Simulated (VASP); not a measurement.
# PbO (Pmmn) in VASP: further runs

The runs below take PbO through single point, with PBEsol.

Everything below comes from runs of VASP 6.6.1. Logs are shortened: lines on timing, memory, paths and dates and some standing lists are left out, and cuts for length are marked.

### Step 1. The cell of the first run

It takes space group Pmmn (No. 59, orthorhombic). Conventional cell: a = 3.815 Å, b = 4.133 Å, c = 5.022 Å, α = 90.00°, β = 90.00°, γ = 90.00°. Within 3.0 Å of Pb (site symmetry mm2) lie 4 O at 2.24 to 2.38 Å. O (site symmetry mm2) has 4 Pb at 2.24 to 2.38 Å and 4 O at 2.81 Å within 3.0 Å.

### Step 2. Single point, PBEsol (strain -0.0400 x Voigt [1, -1, 0, 0, 0, 0])

Input file INCAR:

```
SYSTEM = PbO
PREC     = Accurate       ! precision mode
ENCUT    = 520            ! plane-wave cutoff, eV
EDIFF    = 1E-6           ! SCF threshold, eV
ISMEAR   = 0              ! smearing method
SIGMA    = 0.05           ! smearing width, eV
LREAL    = .False.        ! projectors in reciprocal space
LASPH    = .True.         ! aspherical terms in the spheres
NELM     = 100            ! most SCF steps
ALGO     = Normal         ! electronic algorithm
ISIF     = 2              ! what is computed and relaxed
LWAVE    = .False.        ! write WAVECAR
LCHARG   = .False.        ! write CHGCAR
GGA      = PS             ! functional
NBANDS   = 28             ! bands
```

Input file KPOINTS:

```
regular mesh
0
Gamma
  8 8 6
  0 0 0
```

Input file POSCAR:

```
PbO
1.0
    3.8154240000      0.0000000000      0.0000000000
    0.0000000000      4.1333760000      0.0000000000
    0.0000000000      0.0000000000      5.0220000000
Pb O
2 2
Direct
    0.0000000000      0.5000000000      0.2351000000
    0.5000000000      0.0000000000      0.7649000000
    0.0000000000      0.0000000000      0.0000000000
    0.5000000000      0.5000000000      0.0000000000
```

Potentials or basis: VASP PAW PBE potentials, release 64 (Pb_d, O).

The run is started by

```bash
$ cat potpaw_PBE.64/Pb_d/POTCAR potpaw_PBE.64/O/POTCAR > POTCAR
$ mpirun -np 1 vasp_std > vasp.out
```

OUTCAR:

```text
SYSTEM = PbO
   PREC = Accurate
   ENCUT = 520
   EDIFF = 1E-6
   ISMEAR = 0
   LREAL = .False.
   LASPH = .True.
   NELM = 100
   ISIF = 2
   GGA = PS

 ion  position               nearest neighbor table
   1  0.000  0.500  0.235-   4 2.24   4 2.24   3 2.38   3 2.38   2 3.67   2 3.67   2 3.67   2 3.67
                             2 3.87   2 3.87   2 3.87   2 3.87
   2  0.500  0.000  0.765-   3 2.24   3 2.24   4 2.38   4 2.38   1 3.67   1 3.67   1 3.67   1 3.67
                             1 3.87   1 3.87   1 3.87   1 3.87
   3  0.000  0.000  0.000-   2 2.24   2 2.24   1 2.38   1 2.38
   4  0.500  0.500  0.000-   1 2.24   1 2.24   2 2.38   2 2.38

  LATTYP: Found a simple orthorhombic cell.
 ALAT       =     3.8154240000
 B/A-ratio  =     1.0833333333
 C/A-ratio  =     1.3162364130

  Lattice vectors:

 A1 = (   3.8154240000,   0.0000000000,   0.0000000000)
 A2 = (   0.0000000000,   4.1333760000,   0.0000000000)
 A3 = (   0.0000000000,   0.0000000000,   5.0220000000)

Analysis of symmetry for initial positions (statically):
=====================================================================
 Subroutine PRICEL returns:
 Original cell was already a primitive cell.

 Routine SETGRP: Setting up the symmetry group for a
 simple orthorhombic supercell.

 Subroutine GETGRP returns: Found  8 space group operations
 (whereof  4 operations were pure point group operations)
 out of a pool of  8 trial point group operations.

The static configuration has the point symmetry C_2v.
 The point group associated with its full space group is D_2h.

Analysis of symmetry for dynamics (positions and initial velocities):
=====================================================================
 Subroutine PRICEL returns:
 Original cell was already a primitive cell.

 Routine SETGRP: Setting up the symmetry group for a
 simple orthorhombic supercell.

 Subroutine GETGRP returns: Found  8 space group operations
 (whereof  4 operations were pure point group operations)
 out of a pool of  8 trial point group operations.

The dynamic configuration has the point symmetry C_2v.
 The point group associated with its full space group is D_2h.

 Subroutine INISYM returns: Found  8 space group operations
 (whereof  4 operations are pure point group operations),
 and found     1 'primitive' translations

----------------------------------------------------------------------------------------

                                     Primitive cell
[... 89 lines left out ...]
   ISPIN  =      1    spin polarized calculation?
   LNONCOLLINEAR =      F non collinear calculations
   LSORBIT =      F    spin-orbit coupling
   LASPH  =      T    aspherical Exc in radial PAW
   ENCUT  =  520.0 eV  38.22 Ry    6.18 a.u.   7.09  7.69  9.34*2*pi/ulx,y,z
   NELM   =    100;   NELMIN=  2; NELMDL= -5     # of ELM steps
   EDIFF  = 0.1E-05   stopping-criterion for ELM
   LREAL  =      F    real-space projection
   EDIFFG = 0.1E-04   stopping-criterion for IOM
   NSW    =      0    number of steps for IOM
   IBRION =     -1    ionic relax: 0-MD 1-quasi-New 2-CG
   NFREE  =      0    steps in history (QN), initial steepest desc. (CG)
   ISIF   =      2    stress and relaxation
   ISYM   =      2    0-nonsym 1-usesym 2-fastsym
   POTIM  = 0.5000    time-step for ionic-motion
   TEBEG  =    0.0;   TEEND  =   0.0 temperature during run
   PSTRESS=    0.0 pullay stress
   NELECT =      40.0000    total number of electrons
   NUPDOWN=      -1.0000    fix difference up-down
   EMIN   =  10.00;   EMAX   =-10.00  energy-range for DOS
   EFERMI =   0.00;   METHOD = LEGACY
   ISMEAR =     0;   SIGMA  =   0.05  broadening in eV -4-tet -1-fermi 0-gaus
   EFERMI_NEDOS =   21; number of points for ismear=-14 and -15
   IALGO  =     38    algorithm
   IMIX   =      4    mixing-type and parameters
     AMIX     =   0.40;   BMIX     =  1.00
     AMIX_MAG =   1.60;   BMIX_MAG =  1.00
  volume/ion in A,a.u.               =      19.80       133.62
  Fermi-wavevector in a.u.,A,eV,Ry     =   1.303727  2.463687 23.125881  1.699704
  Thomas-Fermi vector in A             =   2.434710
   LORBIT       =      0    0 simple, 1 ext, 2 COOP (PROOUT), +10 PAW based schemes
   GGA     = PS    functional components
   LHFCALC =     F    Hartree Fock is set to
   AEXX    =    0.0000 exact exchange contribution
   IVDW    =     0    specifies the selected vdW correction
   LEPSILON=     F    determine dielectric tensor
   LRPA    =     F    only Hartree local field effects (RPA)
 non-spin polarized calculation
 Gauss-broadening in eV      SIGMA  =   0.05
  energy-cutoff  :      520.00
  volume of cell :       79.20
 maximum number of plane-waves:      2176
   NGX = 15   NGY = 15   NGZ = 19

 number of electron      39.9999996 magnetization

 Free energy of the ion-electron system (eV)
  ---------------------------------------------------
  ext. energy  EPLUGINS =         0.00000000
  ---------------------------------------------------
  free energy    TOTEN  =       -22.81063332 eV

  energy without entropy =      -22.81063332  energy(sigma->0) =      -22.81063332

 E-fermi :   5.3505     XC(G=0): -10.0865

 val. band max:        5.0569072271   @ k =   0.1250   0.0000   0.0000
 cond. band min:       6.2161786110   @ k =   0.5000   0.5000   0.0000
 fundamental gap:      1.1592713839
 Fermi energy:         5.3504611607

 k-point     1 :       0.0000    0.0000    0.0000
  band No.  band energies     occupation
      1     -13.4581      2.00000
      2     -12.8818      2.00000
      3     -10.9487      2.00000
      4     -10.9460      2.00000
      5     -10.8766      2.00000
      6     -10.8498      2.00000
[... 733 lines left out ...]
     27      13.4210      0.00000
     28      13.4210      0.00000

 [... further k-points ...]
[... 5 lines left out ...]
  --------------------------------------------------------------------------------------
  -------------------------------------------------------------------------------------
  Total        2.3394344     -0.6387974      0.8061274      0.0000000      0.0000000      0.0000000
  in kB       47.3256971    -12.9225812     16.3075918      0.0000000      0.0000000      0.0000000
  external PRESSURE =      16.9035692 kB  Pullay stress =       0.0000000 kB

 VOLUME and BASIS-vectors are now :
 -----------------------------------------------------------------------------
  energy-cutoff  :      520.00
  volume of cell :       79.20
      direct lattice vectors                 reciprocal lattice vectors
     3.815424000  0.000000000  0.000000000     0.262094069  0.000000000  0.000000000
     0.000000000  4.133376000  0.000000000     0.000000000  0.241932986  0.000000000
     0.000000000  0.000000000  5.022000000     0.000000000  0.000000000  0.199123855

 POSITION                                       TOTAL-FORCE (eV/Angst)
 -----------------------------------------------------------------------------------
      0.00000      2.06669      1.18067         0.000000      0.000000      0.310869
      1.90771      0.00000      3.84133         0.000000      0.000000     -0.310869
      0.00000      0.00000      0.00000         0.000000      0.000000      0.650867
      1.90771      2.06669      0.00000         0.000000      0.000000     -0.650867
 -----------------------------------------------------------------------------------
    total drift:                                0.000000      0.000000      0.000000

  FREE ENERGIE OF THE ION-ELECTRON SYSTEM (eV)
  ---------------------------------------------------
  free  energy   TOTEN  =       -22.8106333238 eV

  energy  without entropy=      -22.8106333238  energy(sigma->0) =      -22.81063332
```

stdout:

```text
POSCAR found type information on POSCAR PbO
 POSCAR found :  2 types and       4 ions
 scaLAPACK will be used
 -----------------------------------------------------------------------------
|                                                                             |
|                                                                             |
|     You enforced a specific xc type in the INCAR file but a different       |
|     I HOPE YOU KNOW WHAT YOU ARE DOING!                                     |
|                                                                             |
 -----------------------------------------------------------------------------

 LDA part: xc-table for (Slater+PW92), standard interpolation
 POSCAR, INCAR and KPOINTS ok, starting setup
 FFT: planning ... GRIDC
 FFT: planning ... GRID_SOFT
 FFT: planning ... GRID
 WAVECAR not read
 entering main loop
```

It took 88 s on 1 thread of AMD EPYC 9R45 (Zen 5), shared host; peak memory 0.28 GiB.

What came out:

```yaml
Free_energy: -22.8106 eV
Pressure: 1.7 GPa
Largest_force: 0.651 eV/Å
Band_gap_on_the_k_mesh: 1.16 eV, indirect (least direct gap 2.28 eV)
```

Forces on the atoms (eV/Å):
```
Pb   0.000  0.000  0.311
Pb   0.000  0.000 -0.311
O    0.000  0.000  0.651
O    0.000  0.000 -0.651
```

Caveat: the cell differs from its parent crystal (strain -0.0400 x Voigt [1, -1, 0, 0, 0, 0]); the PAW data sets were made with another functional, which shifts forces and pressure a little; spin-orbit coupling is left out, which moves the levels of the heavy elements. A k mesh can miss the band edges.

### Step 3. Single point, PBEsol (strain +0.0350 x Voigt [1, -1, 0, 0, 0, 0])

INCAR: that of step 2 with these lines changed.

```diff
@@ -3,3 +3,3 @@
 ENCUT    = 520            ! plane-wave cutoff, eV
-EDIFF    = 1E-6           ! SCF threshold, eV
+EDIFF    = 1E-7           ! SCF threshold, eV
 ISMEAR   = 0              ! smearing method
@@ -8,3 +8,3 @@
 LASPH    = .True.         ! aspherical terms in the spheres
-NELM     = 100            ! most SCF steps
+NELM     = 60             ! most SCF steps
 ALGO     = Normal         ! electronic algorithm
```

Input file KPOINTS:

```
Automatic mesh
0
Gamma
  8 8 6
  0 0 0
```

POSCAR: that of step 2 with these lines changed.

```diff
@@ -2,4 +2,4 @@
 1.0
-    3.8154240000      0.0000000000      0.0000000000
-    0.0000000000      4.1333760000      0.0000000000
+    4.1135040000      0.0000000000      0.0000000000
+    0.0000000000      3.8352960000      0.0000000000
     0.0000000000      0.0000000000      5.0220000000
```

Potentials or basis: VASP PAW PBE potentials, release 64 (Pb_d, O).

The run is started by

```bash
$ cat potpaw_PBE.64/Pb_d/POTCAR potpaw_PBE.64/O/POTCAR > POTCAR
$ mpirun -np 1 vasp_std > vasp.out
```

Wall time 98 s (1 thread of AMD EPYC 9R45 (Zen 5), shared host); peak memory 0.28 GiB.

The run converged. Its results:

* Free energy: -22.8249 eV
* Pressure: 1.5 GPa
* Largest force: 0.568 eV/Å
* Band gap on the k mesh: 1.16 eV, indirect (least direct gap 2.27 eV)

Forces on the atoms (eV/Å):
```
Pb   0.000  0.000  0.275
Pb   0.000  0.000 -0.275
O    0.000  0.000 -0.568
O    0.000  0.000  0.568
```

Stress tensor (GPa, compression positive):
```
-1.07  0.00  0.00
 0.00  4.18  0.00
 0.00  0.00  1.45
```

Levels at points of the mesh, in eV from the valence-band top:
| k point | band 18 | band 19 | band 20 | band 21 | band 22 | band 23 |
| --- | --- | --- | --- | --- | --- | --- |
| (0.00, 0.00, 0.00) | -1.79 | -1.61 | -0.05 | 2.30 | 5.12 | 5.32 |
| (0.50, 0.00, 0.00) | -3.12 | -1.71 | -1.71 | 3.26 | 3.26 | 6.27 |
| (0.00, 0.50, 0.00) | -3.12 | -1.70 | -1.70 | 3.38 | 3.38 | 6.24 |
| (0.50, 0.50, 0.00) | -1.69 | -1.14 | -1.14 | 1.16 | 1.16 | 5.21 |
| (0.00, 0.00, 0.50) | -1.79 | -1.63 | -0.99 | 1.85 | 3.36 | 4.17 |
| (0.50, 0.00, 0.50) | -3.09 | -0.95 | -0.95 | 2.82 | 2.82 | 6.77 |
| (0.00, 0.50, 0.50) | -3.09 | -1.13 | -1.13 | 3.20 | 3.20 | 5.89 |
| (0.50, 0.50, 0.50) | -2.27 | -1.15 | -1.15 | 3.41 | 3.41 | 4.62 |

Caveat: the cell differs from its parent crystal (strain +0.0350 x Voigt [1, -1, 0, 0, 0, 0]); the PAW data sets were made with another functional, which shifts forces and pressure a little; spin-orbit coupling is left out, which moves the levels of the heavy elements. A k mesh can miss the band edges.
